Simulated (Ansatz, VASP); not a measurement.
Given: the input of a run of VASP 6.6.1 on TaWC2.

File INCAR:

```
  PREC = Accurate
  ENCUT = 900
  EDIFF = 1E-6
  ISMEAR = -1
  SIGMA = 0.05
  LREAL = False
  LASPH = True
  NELM = 100
  ALGO = Normal
  ISIF = 2
  LWAVE = False
  LCHARG = False
  LMAXMIX = 4
  GGA = PE
  NBANDS = 18
```

The input KPOINTS:

```
regular mesh
0
Gamma
  7 7 7
```

File POSCAR:

```
TaWC2
1.0
    1.5718551461      0.9075109917      5.1016196719
   -1.5718551461      0.9075109917      5.1016196719
    0.0000000000     -1.8150219835      5.1016196719
W Ta C
1 1 2
Direct
    0.0000000000      0.0000000000      0.0000000000
    0.5000000000      0.5000000000      0.5000000000
    0.2509330000      0.2509330000      0.2509330000
    0.7490670000      0.7490670000      0.7490670000
```

The input KPOINTS_OPT:

```
path GLB1,BZGX,QFP1Z,LP
15
line-mode
reciprocal
 0.0000000000  0.0000000000  0.0000000000  G
 0.5000000000  0.0000000000  0.0000000000  L

 0.5000000000  0.0000000000  0.0000000000  L
 0.5000000000  0.1877624847 -0.1877624847  B1

 0.8122375153  0.5000000000  0.1877624847  B
 0.5000000000  0.5000000000  0.5000000000  Z

 0.5000000000  0.5000000000  0.5000000000  Z
 0.0000000000  0.0000000000  0.0000000000  G

 0.0000000000  0.0000000000  0.0000000000  G
 0.3438812424  0.0000000000 -0.3438812424  X

 0.6561187576  0.3438812424  0.0000000000  Q
 0.5000000000  0.5000000000  0.0000000000  F

 0.5000000000  0.5000000000  0.0000000000  F
 0.6561187576  0.6561187576  0.1877624847  P1

 0.6561187576  0.6561187576  0.1877624847  P1
 0.5000000000  0.5000000000  0.5000000000  Z

 0.5000000000  0.0000000000  0.0000000000  L
 0.8122375153  0.3438812424  0.3438812424  P
```

Potentials or basis: VASP PAW PBE potentials, release 54 (W, Ta, C).

Command:

```console
$ cat potpaw_PBE.54/W/POTCAR potpaw_PBE.54/Ta/POTCAR potpaw_PBE.54/C/POTCAR > POTCAR
$ mpirun -np 1 vasp_std > vasp.out
```

**Question.** Translate it to Ansatz 0.2.0. Potentials there: Ansatz PAW.

**Answer.** As run (the cutoff follows the program's own potentials):

input.yaml

```yaml
crystal:
  lattice:
    - [1.5718551461, 0.9075109917, 5.1016196719]
    - [-1.5718551461, 0.9075109917, 5.1016196719]
    - [0.0, -1.8150219835, 5.1016196719]
  atoms:
    - { symbol: W, position: [0.0, 0.0, 0.0] }
    - { symbol: Ta, position: [0.5, 0.5, 0.5] }
    - { symbol: C, position: [0.250933, 0.250933, 0.250933] }
    - { symbol: C, position: [0.749067, 0.749067, 0.749067] }
hamiltonian:
  xc: pbe
  pseudopotentials: { kind: paw }
kpoints:
  mp_grid: { grid: [7, 7, 7] }
  band_path:
    path:
      - [[0.0, 0.0, 0.0], [0.5, 0.0, 0.0], [0.5, 0.1877624847, -0.1877624847]]
      - [[0.8122375153, 0.5, 0.1877624847], [0.5, 0.5, 0.5], [0.0, 0.0, 0.0], [0.3438812424, 0.0, -0.3438812424]]
      - [[0.6561187576, 0.3438812424, 0.0], [0.5, 0.5, 0.0], [0.6561187576, 0.6561187576, 0.1877624847], [0.5, 0.5, 0.5]]
      - [[0.5, 0.0, 0.0], [0.8122375153, 0.3438812424, 0.3438812424]]
    npoints: 14
scf:
  occupations: { method: fermi_dirac, width: 0.05 }
  n_extra_bands: 10
output:
  forces: true
  stress: true
  eigenvalues: true
  fatbands: false
```

Potentials or basis: Ansatz PAW.

Launch:

```bash
$ ansatz run input.yaml --threads 2 --pin off --max-ram 5632MiB --backend cpu --events-out ev --progress --plain --runs-dir out
```

Both were run:

|  | VASP | Ansatz | Ansatz less VASP |
| --- | --- | --- | --- |
| gap on the k mesh at the Fermi level (eV) | none | none | - |
| pressure (GPa) | -2.9 | -2.5 | +0.43 |
| traceless stress, the component that is largest in VASP (GPa) | -1.41 | -1.39 | +0.020 |
| rms of the force components (eV/Å) | 0.018 | 0.013 | -0.0055 |

Atom by atom the forces differ by 0.005 eV/Å (rms over components). A gap of «none» marks a metal or a gap that the smearing closes. VASP's potentials hold 19 valence electrons a cell and Ansatz's 35, so a difference there can come from the potentials and not from the codes.

Neither program's run includes spin-orbit coupling.
